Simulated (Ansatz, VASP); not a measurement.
Given: the input of a run of VASP 6.6.1 on C.

Contents of INCAR:

```
  PREC = Accurate
  ENCUT = 520
  EDIFF = 1E-6
  ISMEAR = 0
  SIGMA = 0.011
  LREAL = False
  LASPH = True
  NELM = 100
  ALGO = Normal
  ISIF = 2
  LWAVE = False
  LCHARG = False
  GGA = PE
  NBANDS = 11
```

Contents of KPOINTS:

```
regular mesh
0
Gamma
  13 13 13
```

Contents of POSCAR:

```
C
1.0
    0.0000000000      1.7833700000      1.7833700000
    1.7833700000      0.0000000000      1.7833700000
    1.7833700000      1.7833700000      0.0000000000
C
2
Direct
    0.7500000000      0.7500000000      0.7500000000
    0.5000000000      0.5000000000      0.5000000000
```

Potentials or basis: VASP PAW PBE potentials, release 64 (C).

Run with:

```bash
$ cat potpaw_PBE.64/C/POTCAR > POTCAR
$ mpirun -np 1 vasp_std > vasp.out
```

Translate it to Ansatz 0.2.0. Potentials there: all-electron LAPW, scalar-relativistic.

As run (the cutoff follows the program's own potentials):

File input.yaml:

```yaml
crystal:
  lattice:
    - [0.0, 1.78337, 1.78337]
    - [1.78337, 0.0, 1.78337]
    - [1.78337, 1.78337, 0.0]
  atoms:
    - { symbol: C, position: [0.75, 0.75, 0.75] }
    - { symbol: C, position: [0.5, 0.5, 0.5] }
kpoints:
  mp_grid: { grid: [13, 13, 13] }
scf:
  occupations: { method: gaussian, width: 0.011 }
hamiltonian:
  xc: pbe
  pseudopotentials: { kind: all_electron, lapw: { basis_error: 0.001 } }
output:
  forces: true
  stress: true
  eigenvalues: true
```

Potentials or basis: all-electron LAPW, scalar-relativistic.

Run with:

```sh
$ ansatz run input.yaml --threads 1 --pin off --max-ram 3072MiB --backend cpu --events-out ev --progress --plain --runs-dir out
```

Both were run:

|  | VASP | Ansatz | Ansatz less VASP |
| --- | --- | --- | --- |
| gap on the k mesh at the Fermi level (eV) | 4.14 | 4.15 | +0.009 |
| least direct gap on the mesh (eV) | 5.59 | 5.60 | +0.010 |
| pressure (GPa) | 2.5 | 1.8 | -0.70 |

Ansatz ran all-electron here, and VASP with PAW potentials.
